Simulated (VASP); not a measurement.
KMgH3, 5 atoms in the cell. Symmetry: P4/mmm, No. 123, tetragonal system. Conventional cell: a = 3.824 Å, b = 3.824 Å, c = 4.025 Å, α = 90.00°, β = 90.00°, γ = 90.00°. K (site symmetry 4/mmm) has 12 H at 2.70 to 2.78 Å and 8 Mg at 3.37 Å within 3.6 Å. Within 2.5 Å of Mg (site symmetry 4/mmm) lie 6 H at 1.91 to 2.01 Å. Within 2.5 Å of H (site symmetry mmm) lie 2 Mg at 1.91 Å. Within 2.7 Å of H (site symmetry 4/mmm) lie 2 Mg at 2.01 Å.  This cell differs from its parent crystal: strain -0.050 along x and y, +0.000 along z.

| Quantity | Value |
| --- | --- |
| Program | VASP 6.6.1 |
| Task | single point |
| Functional | r2SCAN |
| Potentials or basis | VASP PAW PBE potentials, release 64 (K_sv, Mg, H) |
| Cutoff | 520 eV |
| k mesh | 6 × 6 × 6 |
| Occupations | gaussian, width 0.05 eV |
| Spin | no spin polarisation |
| Dipole correction | no |
| Further INCAR settings | ALGO = Normal; EDIFF = 1e-07; NBANDS = 15 |

Potentials or basis: VASP PAW PBE potentials, release 64 (K_sv, Mg, H).

Command:

```sh
$ cat potpaw_PBE.64/K_sv/POTCAR potpaw_PBE.64/Mg/POTCAR potpaw_PBE.64/H/POTCAR > POTCAR
$ cp INCAR.step1 INCAR
$ mpirun -np 1 vasp_std > vasp.out
$ cp INCAR.step2 INCAR
$ mpirun -np 1 vasp_std > vasp.out
```

Hardware: 1 thread of Intel(R) Xeon(R) Platinum 8259CL CPU @ 2.50GHz (Skylake/Cascade Lake) (shared host).

Question: Estimate the wall time of this run.

Answer: It took 2 min on 1 thread of Intel(R) Xeon(R) Platinum 8259CL CPU @ 2.50GHz (Skylake/Cascade Lake), on a shared host, peak memory 0.19 GiB. Counts: k points 40.
